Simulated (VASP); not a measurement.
# AlAs (F-43m) in VASP: single point with PBE

Aim: the single point of AlAs with PBE.

All numbers are computed with VASP 6.6.1; they aren't measurements. Logs are shortened: lines on timing, memory, paths and dates and some standing lists are left out, and cuts for length are marked.

### Step 1. The cell of the first run

Symmetry: F-43m, No. 216, cubic system. Conventional cell: a = 5.728 Å, b = 5.728 Å, c = 5.728 Å, α = 90.00°, β = 90.00°, γ = 90.00°. Al (site symmetry -43m) has 4 As at 2.48 Å within 3.3 Å. As (site symmetry -43m) has 4 Al at 2.48 Å within 3.3 Å.

### Step 2. Single point, PBE

INCAR reads:

```
PREC = Accurate
ENCUT = 500
EDIFF = 1E-6
ISMEAR = 0
SIGMA = 0.02
LREAL = False
LASPH = True
NELM = 120
ALGO = Normal
ISIF = 2
LWAVE = False
LCHARG = False
GGA = PE
NBANDS = 11
GGA_COMPAT = False
```

KPOINTS reads:

```
Automatic mesh
0
Gamma
  8 8 8
```

POSCAR reads:

```
AlAs
1.0
    0.0000000000      2.8638562143      2.8638562143
    2.8638562143      0.0000000000      2.8638562143
    2.8638562143      2.8638562143      0.0000000000
Al As
1 1
Direct
    0.0000000000      0.0000000000      0.0000000000
    0.2500000000      0.2500000000      0.2500000000
```

Potentials or basis: VASP PAW PBE potentials, release 64 (Al, As).

Run with:

```console
$ cat potpaw_PBE.64/Al/POTCAR potpaw_PBE.64/As/POTCAR > POTCAR
$ mpirun -np 1 vasp_std > vasp.out
```

OUTCAR:

```text
PREC = Accurate
   ENCUT = 500
   EDIFF = 1E-6
   ISMEAR = 0
   LREAL = False
   LASPH = True
   NELM = 120
   ISIF = 2
   GGA = PE

 ion  position               nearest neighbor table
   1  0.000  0.000  0.000-   2 2.48   2 2.48   2 2.48   2 2.48
   2  0.250  0.250  0.250-   1 2.48   1 2.48   1 2.48   1 2.48

  LATTYP: Found a face centered cubic cell.
 ALAT       =     5.7277124286

  Lattice vectors:

 A1 = (   0.0000000000,   2.8638562143,   2.8638562143)
 A2 = (   2.8638562143,   0.0000000000,   2.8638562143)
 A3 = (   2.8638562143,   2.8638562143,   0.0000000000)

Analysis of symmetry for initial positions (statically):
=====================================================================
 Subroutine PRICEL returns:
 Original cell was already a primitive cell.

 Routine SETGRP: Setting up the symmetry group for a
 face centered cubic supercell.

 Subroutine GETGRP returns: Found 24 space group operations
 (whereof 24 operations were pure point group operations)
 out of a pool of 48 trial point group operations.

The static configuration has the point symmetry T_d .

Analysis of symmetry for dynamics (positions and initial velocities):
=====================================================================
 Subroutine PRICEL returns:
 Original cell was already a primitive cell.

 Routine SETGRP: Setting up the symmetry group for a
 face centered cubic supercell.

 Subroutine GETGRP returns: Found 24 space group operations
 (whereof 24 operations were pure point group operations)
 out of a pool of 48 trial point group operations.

The dynamic configuration has the point symmetry T_d .

 Subroutine INISYM returns: Found 24 space group operations
 (whereof 24 operations are pure point group operations),
 and found     1 'primitive' translations

----------------------------------------------------------------------------------------

                                     Primitive cell

  volume of cell :      46.9768

  direct lattice vectors                    reciprocal lattice vectors
     0.000000000  2.863856214  2.863856214    -0.174589771  0.174589771  0.174589771
     2.863856214  0.000000000  2.863856214     0.174589771 -0.174589771  0.174589771
     2.863856214  2.863856214  0.000000000     0.174589771  0.174589771 -0.174589771

  length of vectors
     4.050104299  4.050104299  4.050104299     0.302398353  0.302398353  0.302398353

  position of ions in fractional coordinates (direct lattice)
     0.000000000  0.000000000  0.000000000
     0.250000000  0.250000000  0.250000000

  ion indices of the primitive-cell ions
   primitive index   ion index
                 1           1
                 2           2

----------------------------------------------------------------------------------------

 KPOINTS: Automatic mesh

Automatic generation of k-mesh.
 Grid dimensions read from file:
 generate k-points for:    8    8    8

 Generating k-lattice:

  Cartesian coordinates                     Fractional coordinates (reciprocal lattice)
    -0.021823721  0.021823721  0.021823721     0.125000000  0.000000000  0.000000000
     0.021823721 -0.021823721  0.021823721     0.000000000  0.125000000  0.000000000
     0.021823721  0.021823721 -0.021823721     0.000000000  0.000000000  0.125000000

  Length of vectors
     0.037799794  0.037799794  0.037799794

  Shift w.r.t. Gamma in fractional coordinates (k-lattice)
     0.000000000  0.000000000  0.000000000

 Subroutine IBZKPT returns following result:
 ===========================================

 Found     29 irreducible k-points:

 Following reciprocal coordinates:
            Coordinates               Weight
  0.000000  0.000000  0.000000      1.000000
  0.125000  0.000000  0.000000      8.000000
  0.250000  0.000000  0.000000      8.000000
  0.375000  0.000000  0.000000      8.000000
  0.500000  0.000000  0.000000      4.000000
  0.125000  0.125000  0.000000      6.000000
[... 16 lines left out ...]
  0.500000  0.250000  0.125000     48.000000
 -0.375000  0.250000  0.125000     24.000000
 [... further k-points ...]
   k-points           NKPTS =     29   k-points in BZ     NKDIM =     29   number of bands    NBANDS=     11
   number of dos      NEDOS =    301   number of ions     NIONS =      2
   total plane-waves  NPLWV =  27000
   dimension x,y,z NGX =    30 NGY =   30 NGZ =   30
   dimension x,y,z NGXF=    60 NGYF=   60 NGZF=   60
   ions per type =               1   1
   NGX,Y,Z   is equivalent  to a cutoff of  12.31, 12.31, 12.31 a.u.
   NGXF,Y,Z  is equivalent  to a cutoff of  24.63, 24.63, 24.63 a.u.
 SYSTEM =  unknown system
   PREC   = accura    normal or accurate (medium, high low for compatibility)
   ISTART =      0    job   : 0-new  1-cont  2-samecut
   ICHARG =      2    charge: 1-file 2-atom 10-const
   ISPIN  =      1    spin polarized calculation?
   LNONCOLLINEAR =      F non collinear calculations
   LSORBIT =      F    spin-orbit coupling
   LASPH  =      T    aspherical Exc in radial PAW
   ENCUT  =  500.0 eV  36.75 Ry    6.06 a.u.   7.38  7.38  7.38*2*pi/ulx,y,z
   NELM   =    120;   NELMIN=  2; NELMDL= -5     # of ELM steps
   EDIFF  = 0.1E-05   stopping-criterion for ELM
   LREAL  =      F    real-space projection
   EDIFFG = 0.1E-04   stopping-criterion for IOM
   NSW    =      0    number of steps for IOM
   IBRION =     -1    ionic relax: 0-MD 1-quasi-New 2-CG
   NFREE  =      0    steps in history (QN), initial steepest desc. (CG)
   ISIF   =      2    stress and relaxation
   ISYM   =      2    0-nonsym 1-usesym 2-fastsym
   POTIM  = 0.5000    time-step for ionic-motion
   TEBEG  =    0.0;   TEEND  =   0.0 temperature during run
   PSTRESS=    0.0 pullay stress
   NELECT =       8.0000    total number of electrons
   NUPDOWN=      -1.0000    fix difference up-down
   EMIN   =  10.00;   EMAX   =-10.00  energy-range for DOS
   EFERMI =   0.00;   METHOD = LEGACY
   ISMEAR =     0;   SIGMA  =   0.02  broadening in eV -4-tet -1-fermi 0-gaus
   EFERMI_NEDOS =   21; number of points for ismear=-14 and -15
   IALGO  =     38    algorithm
   IMIX   =      4    mixing-type and parameters
     AMIX     =   0.40;   BMIX     =  1.00
     AMIX_MAG =   1.60;   BMIX_MAG =  1.00
  volume/ion in A,a.u.               =      23.49       158.51
  Fermi-wavevector in a.u.,A,eV,Ry     =   0.907424  1.714783 11.203288  0.823418
  Thomas-Fermi vector in A             =   2.031230
   LORBIT       =      0    0 simple, 1 ext, 2 COOP (PROOUT), +10 PAW based schemes
   GGA     = PE    functional components
   LHFCALC =     F    Hartree Fock is set to
   AEXX    =    0.0000 exact exchange contribution
   IVDW    =     0    specifies the selected vdW correction
   LEPSILON=     F    determine dielectric tensor
   LRPA    =     F    only Hartree local field effects (RPA)
 non-spin polarized calculation
 Gauss-broadening in eV      SIGMA  =   0.02
  energy-cutoff  :      500.00
  volume of cell :       46.98
 maximum number of plane-waves:      1243
 NGX is ok and might be reduce to    30
   NGX = 15   NGY = 15   NGZ = 15

 number of electron       7.9999999 magnetization

 Free energy of the ion-electron system (eV)
  ---------------------------------------------------
  ext. energy  EPLUGINS =         0.00000000
  ---------------------------------------------------
  free energy    TOTEN  =        -9.38797866 eV

  energy without entropy =       -9.38797866  energy(sigma->0) =       -9.38797866

 E-fermi :   3.6751     XC(G=0):  -8.9050

 val. band max:        3.5946390181   @ k =   0.0000   0.0000   0.0000
 cond. band min:       5.0889165881   @ k =   0.5000   0.5000   0.0000
 fundamental gap:      1.4942775700
 Fermi energy:         3.6751233685

 k-point     1 :       0.0000    0.0000    0.0000
  band No.  band energies     occupation
      1      -8.0765      2.00000
      2       3.5946      2.00000
      3       3.5946      2.00000
      4       3.5946      2.00000
      5       5.3780      0.00000
      6       7.8218      0.00000
      7       7.8218      0.00000
      8       7.8218      0.00000
      9      12.2778      0.00000
     10      12.5371      0.00000
     11      12.5371      0.00000

 k-point     2 :       0.1250    0.0000    0.0000
  band No.  band energies     occupation
      1      -7.9305      2.00000
      2       2.1701      2.00000
      3       3.4391      2.00000
      4       3.4391      2.00000
      5       6.1773      0.00000
      6       8.0948      0.00000
      7       8.0948      0.00000
      8       8.1794      0.00000
      9      11.9550      0.00000
     10      11.9550      0.00000
     11      12.9978      0.00000

 k-point     3 :       0.2500    0.0000    0.0000
  band No.  band energies     occupation
      1      -7.5268      2.00000
      2       0.2703      2.00000
      3       3.1309      2.00000
      4       3.1309      2.00000
      5       6.0627      0.00000
      6       8.4398      0.00000
      7       8.4398      0.00000
      8       9.8421      0.00000
      9      11.8450      0.00000
     10      11.8450      0.00000
     11      12.8858      0.00000

 k-point     4 :       0.3750    0.0000    0.0000
  band No.  band energies     occupation
      1      -7.0091      2.00000
      2      -1.2183      2.00000
      3       2.8839      2.00000
      4       2.8839      2.00000
      5       5.7338      0.00000
      6       8.3532      0.00000
      7       8.3532      0.00000
      8      11.1878      0.00000
      9      13.0882      0.00000
     10      13.0882      0.00000
     11      13.1120      0.00000
[... 239 lines left out ...]
 k-point    22 :       0.3750    0.2500    0.1250
  band No.  band energies     occupation
      1      -7.1899      2.00000
      2      -0.1164      2.00000
      3       1.7147      2.00000
      4       2.6510      2.00000
      5       7.1494      0.00000
      6       7.6970      0.00000
      7       8.8674      0.00000
      8       9.9916      0.00000
      9      11.6329      0.00000
     10      13.8713      0.00000
     11      15.3785      0.00000

 k-point    23 :       0.5000    0.2500    0.1250
  band No.  band energies     occupation
      1      -6.7257      2.00000
      2      -1.0858      2.00000
      3       1.1434      2.00000
      4       2.2861      2.00000
      5       7.2017      0.00000
      6       7.9805      0.00000
      7       9.2835      0.00000
      8      10.3451      0.00000
      9      12.7646      0.00000
     10      13.9693      0.00000
     11      15.5883      0.00000

 k-point    24 :      -0.3750    0.2500    0.1250
  band No.  band energies     occupation
      1      -6.4885      2.00000
      2      -1.5394      2.00000
      3       0.9925      2.00000
      4       2.1114      2.00000
      5       7.1752      0.00000
      6       7.8056      0.00000
      7      10.1341      0.00000
      8      11.0979      0.00000
      9      11.8140      0.00000
     10      14.4582      0.00000
     11      15.6793      0.00000

 [... further k-points ...]

------------------------ aborting loop because EDIFF is reached ----------------------------------------

  FORCE on cell =-STRESS in cart. coord.  units (eV):
  Direction    XX          YY          ZZ          XY          YZ          ZX
  --------------------------------------------------------------------------------------
  -------------------------------------------------------------------------------------
  Total        0.0534168      0.0534168      0.0534168      0.0000000     -0.0000000      0.0000000
  in kB        1.8218156      1.8218156      1.8218156      0.0000000     -0.0000000      0.0000000
  external PRESSURE =       1.8218156 kB  Pullay stress =       0.0000000 kB

 VOLUME and BASIS-vectors are now :
 -----------------------------------------------------------------------------
  energy-cutoff  :      500.00
  volume of cell :       46.98
      direct lattice vectors                 reciprocal lattice vectors
     0.000000000  2.863856214  2.863856214    -0.174589771  0.174589771  0.174589771
     2.863856214  0.000000000  2.863856214     0.174589771 -0.174589771  0.174589771
     2.863856214  2.863856214  0.000000000     0.174589771  0.174589771 -0.174589771

 POSITION                                       TOTAL-FORCE (eV/Angst)
 -----------------------------------------------------------------------------------
      0.00000      0.00000      0.00000        -0.000000     -0.000000     -0.000000
      1.43193      1.43193      1.43193         0.000000      0.000000      0.000000
 -----------------------------------------------------------------------------------
    total drift:                               -0.000000     -0.000000     -0.000000

  FREE ENERGIE OF THE ION-ELECTRON SYSTEM (eV)
  ---------------------------------------------------
  free  energy   TOTEN  =        -9.3879786616 eV

  energy  without entropy=       -9.3879786616  energy(sigma->0) =       -9.38797866
```

Run time: 21 s. Hardware: 1 thread of AMD EPYC 7R43 (Zen 3), shared host; peak memory 0.14 GiB.

What came out:

- Free energy: -9.3880 eV
- Pressure: 0.2 GPa
- Band gap on the k mesh: 1.49 eV (least direct gap 1.78 eV)

A k mesh can miss the band edges.
